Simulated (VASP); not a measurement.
# Ca (Fm-3m) in VASP: a series of runs, part 2 of 2

VASP 6.6.1.

### Step 4. Single point, PBEsol

Input file INCAR:

```
SYSTEM = Ca
  PREC = Accurate
  ENCUT = 520
  EDIFF = 1E-7
  ISMEAR = 0
  SIGMA = 0.01
  LREAL = .False.
  LASPH = .True.
  NELM = 80
  ALGO = Normal
  ISIF = 2
  LWAVE = .False.
  LCHARG = .False.
  GGA = PS
  NBANDS = 11
```

Input file KPOINTS:

```
Automatic mesh
0
Gamma
  11 11 11
  0 0 0
```

Input file POSCAR:

```
Ca
1.0
    0.0000000000      2.7942000000      2.7942000000
    2.7942000000      0.0000000000      2.7942000000
    2.7942000000      2.7942000000      0.0000000000
Ca
1
Direct
    0.0000000000      0.0000000000      0.0000000000
```

Potentials or basis: VASP PAW PBE potentials, release 64 (Ca_sv).

Run with:

```
> cat potpaw_PBE.64/Ca_sv/POTCAR > POTCAR
> mpirun -np 1 vasp_std > vasp.out
```

OUTCAR:

```text
SYSTEM = Ca
   PREC = Accurate
   ENCUT = 520
   EDIFF = 1E-7
   ISMEAR = 0
   LREAL = .False.
   LASPH = .True.
   NELM = 80
   ISIF = 2
   GGA = PS

 ion  position               nearest neighbor table
   1  0.000  0.000  0.000-

  LATTYP: Found a face centered cubic cell.
 ALAT       =     5.5884000000

  Lattice vectors:

 A1 = (   0.0000000000,   2.7942000000,   2.7942000000)
 A2 = (   2.7942000000,   0.0000000000,   2.7942000000)
 A3 = (   2.7942000000,   2.7942000000,   0.0000000000)

Analysis of symmetry for initial positions (statically):
=====================================================================
 Subroutine PRICEL returns:
 Original cell was already a primitive cell.

 Routine SETGRP: Setting up the symmetry group for a
 face centered cubic supercell.

 Subroutine GETGRP returns: Found 48 space group operations
 (whereof 48 operations were pure point group operations)
 out of a pool of 48 trial point group operations.

The static configuration has the point symmetry O_h .

Analysis of symmetry for dynamics (positions and initial velocities):
[... 170 lines left out ...]
      2     -21.1559      2.00000
      3     -21.1559      2.00000
      4     -21.1559      2.00000
      5      -2.2119      2.00000
      6       4.0426      0.00000
      7       4.0426      0.00000
      8       4.0426      0.00000
      9       5.0786      0.00000
     10       5.0786      0.00000
     11      10.7473      0.00000
[... 309 lines left out ...]
 k-point    24 :      -0.1818    0.1818    0.0000
  band No.  band energies     occupation
      1     -40.1524      2.00000
      2     -21.2242      2.00000
      3     -21.1849      2.00000
      4     -21.1647      2.00000
      5      -0.8289      2.00000
      6       3.0636      0.00000
      7       3.8004      0.00000
      8       4.5307      0.00000
      9       4.5923      0.00000
     10       5.5455      0.00000
     11       8.9937      0.00000

 [... further k-points ...]

------------------------ aborting loop because EDIFF is reached ----------------------------------------

  FORCE on cell =-STRESS in cart. coord.  units (eV):
  Direction    XX          YY          ZZ          XY          YZ          ZX
  --------------------------------------------------------------------------------------
  -------------------------------------------------------------------------------------
  Total       -0.3197388     -0.3197388     -0.3197388     -0.0000000      0.0000000     -0.0000000
  in kB      -11.7409566    -11.7409566    -11.7409566     -0.0000000      0.0000000     -0.0000000
  external PRESSURE =     -11.7409566 kB  Pullay stress =       0.0000000 kB

 VOLUME and BASIS-vectors are now :
 -----------------------------------------------------------------------------
  energy-cutoff  :      520.00
  volume of cell :       43.63
      direct lattice vectors                 reciprocal lattice vectors
     0.000000000  2.794200000  2.794200000    -0.178942094  0.178942094  0.178942094
     2.794200000  0.000000000  2.794200000     0.178942094 -0.178942094  0.178942094
     2.794200000  2.794200000  0.000000000     0.178942094  0.178942094 -0.178942094

 POSITION                                       TOTAL-FORCE (eV/Angst)
 -----------------------------------------------------------------------------------
      0.00000      0.00000      0.00000        -0.000000     -0.000000     -0.000000
 -----------------------------------------------------------------------------------
    total drift:                               -0.000000     -0.000000      0.000000

  FREE ENERGIE OF THE ION-ELECTRON SYSTEM (eV)
  ---------------------------------------------------
  free  energy   TOTEN  =        -2.1221322670 eV

  energy  without entropy=       -2.1218053884  energy(sigma->0) =       -2.12196883
```

OSZICAR:

```text
N       E                     dE             d eps       ncg     rms          rms(c)
DAV:   1     0.625578149641E+02    0.62558E+02   -0.49304E+03  1232   0.808E+02
DAV:   2    -0.686472134717E+00   -0.63244E+02   -0.62647E+02  1349   0.201E+02
DAV:   3    -0.206246739138E+01   -0.13760E+01   -0.13621E+01  1802   0.297E+01
DAV:   4    -0.212724496398E+01   -0.64778E-01   -0.64635E-01  1589   0.492E+00
DAV:   5    -0.212892808137E+01   -0.16831E-02   -0.16829E-02  1797   0.670E-01    0.230E+00
DAV:   6    -0.212452405443E+01    0.44040E-02   -0.74311E-03  1457   0.101E+00    0.138E+00
DAV:   7    -0.212226909287E+01    0.22550E-02   -0.13898E-02  1316   0.144E+00    0.892E-02
DAV:   8    -0.212212704771E+01    0.14205E-03   -0.10252E-03  1512   0.273E-01    0.184E-02
DAV:   9    -0.212213218654E+01   -0.51388E-05   -0.73319E-05  1639   0.715E-02    0.507E-03
DAV:  10    -0.212213259990E+01   -0.41337E-06   -0.54378E-06  1796   0.206E-02    0.763E-04
DAV:  11    -0.212213217013E+01    0.42977E-06   -0.14584E-07  1118   0.411E-03    0.847E-04
DAV:  12    -0.212213226697E+01   -0.96841E-07   -0.35005E-08   853   0.140E-03
   1 F= -.21221323E+01 E0= -.21219688E+01  d E =-.326879E-03
```

stdout:

```text
POSCAR found type information on POSCAR Ca
 POSCAR found :  1 types and       1 ions
 scaLAPACK will be used
 -----------------------------------------------------------------------------
|                                                                             |
|                                                                             |
|     You enforced a specific xc type in the INCAR file but a different       |
|     I HOPE YOU KNOW WHAT YOU ARE DOING!                                     |
|                                                                             |
 -----------------------------------------------------------------------------

 LDA part: xc-table for (Slater+PW92), standard interpolation
 POSCAR, INCAR and KPOINTS ok, starting setup
 FFT: planning ... GRIDC
 FFT: planning ... GRID_SOFT
 FFT: planning ... GRID
 WAVECAR not read
 entering main loop
```

Run time: 21 s. Hardware: 1 thread of Intel Xeon Platinum 8488C (Sapphire Rapids), shared host; peak memory 0.18 GiB.

What came out:

```yaml
Free_energy: -2.1221 eV
Pressure: -1.2 GPa
Band_gap_on_the_k_mesh: zero (bands 5 and 6 overlap by 0.30 eV)
```

Caveat: the PAW data sets were made with another functional, which shifts forces and pressure a little.

### Step 5. Summary

```csv
level,smearing,gap on the mesh (eV),pressure (GPa)
PBEsol,fermi-dirac 0.05 eV,none,-1.2
PBE,fermi-dirac 0.05 eV,none,-0.5
PBEsol,gaussian 0.01 eV,none,-1.2
```

Alike in all rows: task single point; potentials or basis VASP PAW PBE potentials, release 64 (Ca_sv); no spin polarisation; cell as given; k mesh 11 × 11 × 11; cutoff (eV) 520.

The pressure there spans -1.2 GPa (PBEsol) to -0.5 GPa (PBE); a positive pressure means that this level wants a larger cell, a negative one a smaller.

Caveats: the PAW data sets were made with another functional, which shifts forces and pressure a little (at least some runs).

Total energies depend on the potentials used, so only differences within one code and one set of settings carry meaning.
